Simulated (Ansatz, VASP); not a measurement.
One calculation of Y, two programs

File INCAR:

```
SYSTEM = Y
  ALGO = Normal
  EDIFF = 1E-8
  ENCUT = 520
  GGA = PE
  ISIF = 2
  ISMEAR = -1
  LASPH = .True.
  LCHARG = .False.
  LEFG = .True.
  LREAL = .False.
  LWAVE = .False.
  NBANDS = 12
  NELM = 100
  PREC = Accurate
  SIGMA = 0.05
```

File KPOINTS:

```
k-points
0
Gamma
  13 13 13
  0 0 0
```

File POSCAR:

```
Y
1.0
    0.0000000000      2.4598972736      2.4598972736
    2.4598972736      0.0000000000      2.4598972736
    2.4598972736      2.4598972736      0.0000000000
Y
1
Direct
    0.0000000000      0.0000000000      0.0000000000
```

Input for Ansatz:

```yaml
crystal:
  lattice:
    - [0.0, 2.4598972736, 2.4598972736]
    - [2.4598972736, 0.0, 2.4598972736]
    - [2.4598972736, 2.4598972736, 0.0]
  atoms:
    - { symbol: "Y", position: [0.0, 0.0, 0.0] }
kpoints:
  mp_grid: { grid: [13, 13, 13] }
scf:
  occupations: { method: fermi_dirac, width: 0.05 }
hamiltonian:
  xc: pbe
  pseudopotentials: { kind: paw }
output:
  forces: true
  stress: true
  eigenvalues: true
  efg: { contact_densities: true }
```

Change from the starting cell: volume scaled by 0.97, PAW files.

Alike in both runs: task electric field gradients; functional PBE; k mesh 13 × 13 × 13; occupations fermi-dirac, width 0.05 eV; no spin polarisation.

|  | VASP | Ansatz |
| --- | --- | --- |
| version | VASP 6.6.1 | Ansatz 0.2.0 |
| potentials or method | VASP PAW PBE potentials, release 64 (Y_sv) | PAW with Ansatz's default frozen-core files, scalar-relativistic |
| plane-wave cutoff (eV) | 520 | 420 |
| valence electrons in the cell | 11 | 11 |

VASP gave:

| Quantity | Value |
| --- | --- |
| pressure (GPa) | 3.7 |

What did Ansatz give for the same quantities?

Pressure (GPa): 3.9.
